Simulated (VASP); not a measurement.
# LaGe2Rh2 (I4/mmm) in VASP: electric field gradients with LDA

Aim: the electric field gradients of LaGe2Rh2 with LDA.

All numbers are computed with VASP 6.6.1; they aren't measurements. Logs are shortened: lines on timing, memory, paths and dates and some standing lists are left out, and cuts for length are marked.

### Step 1. The cell of the first run

It takes space group I4/mmm (No. 139, tetragonal). The conventional cell has a = 4.194 Å, b = 4.194 Å, c = 10.607 Å, α = 90.00°, β = 90.00°, γ = 90.00°. Within 4.3 Å of La (site symmetry 4/mmm) lie 10 Ge at 3.26 to 3.95 Å and 8 Rh at 3.38 Å and 4 La at 4.19 Å. Within 3.3 Å of Ge (site symmetry 4mm) lie 4 Rh at 2.46 Å and 1 Ge at 2.71 Å and 4 La at 3.26 Å. Within 3.4 Å of Rh (site symmetry -4m2) lie 4 Ge at 2.46 Å and 4 Rh at 2.97 Å and 4 La at 3.38 Å.

### Step 2. Electric field gradients, LDA

INCAR

```
PREC = Accurate ; ENCUT = 460
EDIFF = 1E-8 ; ISMEAR = -1
SIGMA = 0.08 ; LREAL = False
LASPH = True ; NELM = 200
ALGO = Normal ; ISIF = 2
LWAVE = False ; LCHARG = False
LEFG = True ; NBANDS = 44
GGA_COMPAT = False ; LMAXMIX = 6
```

KPOINTS

```
regular mesh
0
Gamma
  12 12 12
```

POSCAR

```
LaGe2Rh2
1.0
   -2.0971309614      2.0971309614      5.3035912840
    2.0971309614     -2.0971309614      5.3035912840
    2.0971309614      2.0971309614     -5.3035912840
La Ge Rh
1 2 2
Direct
    0.0000000000      0.0000000000      0.0000000000
    0.6278911800      0.6278911800      0.0000000000
    0.3721088200      0.3721088200      0.0000000000
    0.7500000000      0.2500000000      0.5000000000
    0.2500000000      0.7500000000      0.5000000000
```

Potentials or basis: VASP PAW LDA potentials, release 64 (La, Ge_d, Rh_sv_GW).

Started as:

```bash
> cat potpaw_LDA.64/La/POTCAR potpaw_LDA.64/Ge_d/POTCAR potpaw_LDA.64/Rh_sv_GW/POTCAR > POTCAR
> mpirun -np 1 vasp_std > vasp.out
```

OUTCAR:

```text
PREC = Accurate
   ENCUT = 460
   EDIFF = 1E-8
   ISMEAR = -1
   LREAL = False
   LASPH = True
   NELM = 200
   ISIF = 2

 ion  position               nearest neighbor table
   1  0.000  0.000  0.000-   2 3.26   2 3.26   2 3.26   3 3.26   2 3.26   3 3.26   3 3.26   3 3.26

   2  0.628  0.628  0.000-   5 2.46   4 2.46   4 2.46   5 2.46   3 2.71   1 3.26   1 3.26   1 3.26
                             1 3.26
   3  0.372  0.372  0.000-   4 2.46   5 2.46   5 2.46   4 2.46   2 2.71   1 3.26   1 3.26   1 3.26
                             1 3.26
   4  0.750  0.250  0.500-   3 2.46   2 2.46   3 2.46   2 2.46
   5  0.250  0.750  0.500-   3 2.46   2 2.46   3 2.46   2 2.46

  LATTYP: Found a body centered tetragonal cell.
 ALAT       =     4.1942619228
 C/A-ratio  =     2.5289747668

  Lattice vectors:

 A1 = (  -2.0971309614,   2.0971309614,   5.3035912840)
 A2 = (   2.0971309614,  -2.0971309614,   5.3035912840)
 A3 = (   2.0971309614,   2.0971309614,  -5.3035912840)

Analysis of symmetry for initial positions (statically):
=====================================================================
 Subroutine PRICEL returns:
 Original cell was already a primitive cell.

 Routine SETGRP: Setting up the symmetry group for a
 body centered tetragonal supercell.

 Subroutine GETGRP returns: Found 16 space group operations
 (whereof 16 operations were pure point group operations)
 out of a pool of 16 trial point group operations.

The static configuration has the point symmetry D_4h.

Analysis of symmetry for dynamics (positions and initial velocities):
=====================================================================
 Subroutine PRICEL returns:
 Original cell was already a primitive cell.

 Routine SETGRP: Setting up the symmetry group for a
 body centered tetragonal supercell.

 Subroutine GETGRP returns: Found 16 space group operations
 (whereof 16 operations were pure point group operations)
 out of a pool of 16 trial point group operations.

The dynamic configuration has the point symmetry D_4h.

 Subroutine INISYM returns: Found 16 space group operations
 (whereof 16 operations are pure point group operations),
 and found     1 'primitive' translations

----------------------------------------------------------------------------------------

                                     Primitive cell

  volume of cell :      93.2999

  direct lattice vectors                    reciprocal lattice vectors
    -2.097130961  2.097130961  5.303591284     0.000000000  0.238420971  0.094275741
     2.097130961 -2.097130961  5.303591284     0.238420971  0.000000000  0.094275741
     2.097130961  2.097130961 -5.303591284     0.238420971  0.238420971  0.000000000

  length of vectors
     6.076511914  6.076511914  6.076511914     0.256383453  0.256383453  0.337178171

  position of ions in fractional coordinates (direct lattice)
     0.000000000  0.000000000  0.000000000
     0.627891180  0.627891180  0.000000000
     0.372108820  0.372108820  0.000000000
     0.750000000  0.250000000  0.500000000
     0.250000000  0.750000000  0.500000000

  ion indices of the primitive-cell ions
   primitive index   ion index
                 1           1
                 2           2
                 3           3
                 4           4
                 5           5

----------------------------------------------------------------------------------------

 KPOINTS: regular mesh

Automatic generation of k-mesh.
 Grid dimensions read from file:
 generate k-points for:   12   12   12

 Generating k-lattice:

  Cartesian coordinates                     Fractional coordinates (reciprocal lattice)
     0.000000000  0.019868414  0.007856312     0.083333333  0.000000000  0.000000000
     0.019868414  0.000000000  0.007856312     0.000000000  0.083333333  0.000000000
     0.019868414  0.019868414  0.000000000     0.000000000  0.000000000  0.083333333

  Length of vectors
     0.021365288  0.021365288  0.028098181

  Shift w.r.t. Gamma in fractional coordinates (k-lattice)
     0.000000000  0.000000000  0.000000000

 Subroutine IBZKPT returns following result:
 ===========================================

 Found    163 irreducible k-points:

 Following reciprocal coordinates:
            Coordinates               Weight
  0.000000  0.000000  0.000000      1.000000
  0.083333  0.000000 -0.000000      8.000000
  0.166667  0.000000 -0.000000      8.000000
  0.250000  0.000000 -0.000000      8.000000
  0.333333  0.000000 -0.000000      8.000000
  0.416667  0.000000 -0.000000      8.000000
[... 16 lines left out ...]
  0.500000  0.166667 -0.000000     16.000000
 -0.416667  0.166667  0.000000     16.000000
 [... further k-points ...]
   k-points           NKPTS =    163   k-points in BZ     NKDIM =    163   number of bands    NBANDS=     44
   number of dos      NEDOS =    301   number of ions     NIONS =      5
   total plane-waves  NPLWV = 110592
   dimension x,y,z NGX =    48 NGY =   48 NGZ =   48
   dimension x,y,z NGXF=    96 NGYF=   96 NGZF=   96
   ions per type =               1   2   2
   NGX,Y,Z   is equivalent  to a cutoff of  13.13, 13.13, 13.13 a.u.
   NGXF,Y,Z  is equivalent  to a cutoff of  26.26, 26.26, 26.26 a.u.
 SYSTEM =  unknown system
   PREC   = accura    normal or accurate (medium, high low for compatibility)
   ISTART =      0    job   : 0-new  1-cont  2-samecut
   ICHARG =      2    charge: 1-file 2-atom 10-const
   ISPIN  =      1    spin polarized calculation?
   LNONCOLLINEAR =      F non collinear calculations
   LSORBIT =      F    spin-orbit coupling
   LASPH  =      T    aspherical Exc in radial PAW
   ENCUT  =  460.0 eV  33.81 Ry    5.81 a.u.  10.63 10.63 10.63*2*pi/ulx,y,z
   NELM   =    200;   NELMIN=  2; NELMDL= -5     # of ELM steps
   EDIFF  = 0.1E-07   stopping-criterion for ELM
   LREAL  =      F    real-space projection
   EDIFFG = 0.1E-06   stopping-criterion for IOM
   NSW    =      0    number of steps for IOM
   IBRION =     -1    ionic relax: 0-MD 1-quasi-New 2-CG
   NFREE  =      0    steps in history (QN), initial steepest desc. (CG)
   ISIF   =      2    stress and relaxation
   ISYM   =      2    0-nonsym 1-usesym 2-fastsym
   POTIM  = 0.5000    time-step for ionic-motion
   TEBEG  =    0.0;   TEEND  =   0.0 temperature during run
   PSTRESS=    0.0 pullay stress
   NELECT =      73.0000    total number of electrons
   NUPDOWN=      -1.0000    fix difference up-down
   EMIN   =  10.00;   EMAX   =-10.00  energy-range for DOS
   EFERMI =   0.00;   METHOD = LEGACY
   ISMEAR =    -1;   SIGMA  =   0.08  broadening in eV -4-tet -1-fermi 0-gaus
   EFERMI_NEDOS =   21; number of points for ismear=-14 and -15
   IALGO  =     38    algorithm
   IMIX   =      4    mixing-type and parameters
     AMIX     =   0.40;   BMIX     =  1.00
     AMIX_MAG =   1.60;   BMIX_MAG =  1.00
  volume/ion in A,a.u.               =      18.66       125.92
  Fermi-wavevector in a.u.,A,eV,Ry     =   1.508535  2.850718 30.962479  2.275678
  Thomas-Fermi vector in A             =   2.618976
   LORBIT       =      0    0 simple, 1 ext, 2 COOP (PROOUT), +10 PAW based schemes
   GGA     = CA    functional components
   LHFCALC =     F    Hartree Fock is set to
   AEXX    =    0.0000 exact exchange contribution
   IVDW    =     0    specifies the selected vdW correction
   LEPSILON=     F    determine dielectric tensor
   LRPA    =     F    only Hartree local field effects (RPA)
 non-spin polarized calculation
  energy-cutoff  :      460.00
  volume of cell :       93.30
 maximum number of plane-waves:      2114
 NGX is ok and might be reduce to    48
   NGX = 21   NGY = 21   NGZ = 21

 number of electron      73.0000004 magnetization

 Free energy of the ion-electron system (eV)
  ---------------------------------------------------
  ext. energy  EPLUGINS =         0.00000000
  ---------------------------------------------------
  free energy    TOTEN  =       -36.22778189 eV

  energy without entropy =      -36.16778032  energy(sigma->0) =      -36.19778111

 E-fermi :   8.9082     XC(G=0): -12.1774

 val. band max:        8.9033412693   @ k =  -0.3333  -0.4167   0.1667
 cond. band min:       8.9155989644   @ k =  -0.2500  -0.3333   0.2500
 fundamental gap:      0.0122576951
 Fermi energy:         8.9082298733

 k-point     1 :       0.0000    0.0000    0.0000
  band No.  band energies     occupation
      1     -69.2471      2.00000
      2     -69.2251      2.00000
      3     -37.5059      2.00000
      4     -37.5059      2.00000
      5     -37.3693      2.00000
      6     -37.3693      2.00000
[... 36 lines left out ...]
     43      11.0153      0.00000
     44      11.1423      0.00000

 k-point     2 :       0.0833    0.0000   -0.0000
  band No.  band energies     occupation
      1     -69.2468      2.00000
      2     -69.2255      2.00000
      3     -37.5033      2.00000
      4     -37.5032      2.00000
      5     -37.3720      2.00000
      6     -37.3718      2.00000
[... 36 lines left out ...]
     43      11.0215      0.00000
     44      11.1426      0.00000

 k-point     3 :       0.1667    0.0000   -0.0000
  band No.  band energies     occupation
      1     -69.2456      2.00000
      2     -69.2265      2.00000
      3     -37.4968      2.00000
      4     -37.4963      2.00000
      5     -37.3789      2.00000
      6     -37.3784      2.00000
[... 976 lines left out ...]
     43      11.0399      0.00000
     44      11.0607      0.00000

 k-point    24 :      -0.4167    0.1667    0.0000
  band No.  band energies     occupation
      1     -69.2385      2.00000
      2     -69.2336      2.00000
      3     -37.4942      2.00000
      4     -37.4638      2.00000
      5     -37.4136      2.00000
      6     -37.3831      2.00000
[... 36 lines left out ...]
     43      11.0541      0.00000
     44      11.0552      0.00000

 [... further k-points ...]

------------------------ aborting loop because EDIFF is reached ----------------------------------------

  FORCE on cell =-STRESS in cart. coord.  units (eV):
  Direction    XX          YY          ZZ          XY          YZ          ZX
  --------------------------------------------------------------------------------------
  -------------------------------------------------------------------------------------
  Total       -4.2819380     -4.2819380     -3.8440507      0.0000000     -0.0000000      0.0000000
  in kB      -73.5308886    -73.5308886    -66.0113398      0.0000000     -0.0000000      0.0000000
  external PRESSURE =     -71.0243724 kB  Pullay stress =       0.0000000 kB

 VOLUME and BASIS-vectors are now :
 -----------------------------------------------------------------------------
  energy-cutoff  :      460.00
  volume of cell :       93.30
      direct lattice vectors                 reciprocal lattice vectors
    -2.097130961  2.097130961  5.303591284     0.000000000  0.238420971  0.094275741
     2.097130961 -2.097130961  5.303591284     0.238420971  0.000000000  0.094275741
     2.097130961  2.097130961 -5.303591284     0.238420971  0.238420971  0.000000000

 POSITION                                       TOTAL-FORCE (eV/Angst)
 -----------------------------------------------------------------------------------
      0.00000      0.00000      0.00000        -0.000000     -0.000000     -0.000000
      0.00000      0.00000      6.66016         0.000000      0.000000      0.145718
      0.00000      0.00000      3.94703         0.000000      0.000000     -0.145718
     -0.00000      2.09713      2.65180        -0.000000     -0.000000     -0.000000
      2.09713     -0.00000      2.65180        -0.000000     -0.000000     -0.000000
 -----------------------------------------------------------------------------------
    total drift:                                0.000000     -0.000000      0.000000

  FREE ENERGIE OF THE ION-ELECTRON SYSTEM (eV)
  ---------------------------------------------------
  free  energy   TOTEN  =       -36.2277818886 eV

  energy  without entropy=      -36.1677803220  energy(sigma->0) =      -36.19778111

 Electric field gradients (V/A^2)
---------------------------------------------------------------------
 ion       V_xx      V_yy      V_zz      V_xy      V_xz      V_yz
---------------------------------------------------------------------
   1      37.189    37.189   -74.379     0.000     0.000     0.000
   2     -27.069   -27.069    54.138     0.003     0.003     0.003
   3     -27.069   -27.069    54.138     0.003     0.003     0.003
   4      12.686    12.686   -25.373    -0.004    -0.002    -0.002
   5      12.686    12.686   -25.373    -0.004    -0.002    -0.002
---------------------------------------------------------------------

 Electric field gradients after diagonalization (V/A^2)
 (convention: |V_zz| > |V_xx| > |V_yy|)
----------------------------------------------------------------------
 ion       V_xx      V_yy      V_zz     asymmetry (V_yy - V_xx)/ V_zz
----------------------------------------------------------------------
   1      37.190    37.189   -74.379       0.000
   2     -27.072   -27.066    54.138       0.000
   3     -27.072   -27.066    54.138       0.000
   4      12.690    12.682   -25.373       0.000
   5      12.690    12.682   -25.373       0.000
----------------------------------------------------------------------

           NMR quadrupolar parameters

 Cq : quadrupolar parameter    Cq=e*Q*V_zz/h
 eta: asymmetry parameters     (V_yy - V_xx)/ V_zz
 Q  : nuclear electric quadrupole moment in mb (millibarn)
----------------------------------------------------------------------
 ion       Cq(MHz)       eta       Q (mb)
----------------------------------------------------------------------
   1      -0.180       0.000       1.000
   2       0.131       0.000       1.000
   3       0.131       0.000       1.000
   4      -0.061       0.000       1.000
   5      -0.061       0.000       1.000
----------------------------------------------------------------------
```

It took 60 min on 1 thread of AMD EPYC 9R45 (Zen 5), shared host; peak memory 0.72 GiB.

Results:

```yaml
Free_energy: -36.2278 eV
Pressure: -7.1 GPa
Largest_force: 0.146 eV/Å
Band_gap_on_the_k_mesh: zero (an odd number of electrons rules out a gap without spin polarisation)
Largest_electric_field_gradient_by_atom: La -74.4; Ge +54.1; Rh -25.4 V/Å²
```

Forces on the atoms (eV/Å):
```
La   0.000  0.000  0.000
Ge   0.000  0.000  0.146
Ge   0.000  0.000 -0.146
Rh   0.000  0.000  0.000
Rh   0.000  0.000  0.000
```

Stress tensor (GPa, compression positive):
```
-7.35  0.00  0.00
 0.00 -7.35  0.00
 0.00  0.00 -6.60
```

Electric field gradients, principal values (V/Å²):
| atom | least | middle | greatest (by size) |
| --- | --- | --- | --- |
| 1 La | 37.189 | 37.190 | -74.379 |
| 2 Ge | -27.066 | -27.072 | 54.138 |
| 3 Ge | -27.066 | -27.072 | 54.138 |
| 4 Rh | 12.682 | 12.690 | -25.373 |
| 5 Rh | 12.682 | 12.690 | -25.373 |

Caveat: the cell stands under tension; without QUAD_EFG the Cq values of the log hold for a quadrupole moment of 1 mb, not for the nuclei; spin-orbit coupling is left out, which moves the levels of the heavy elements.
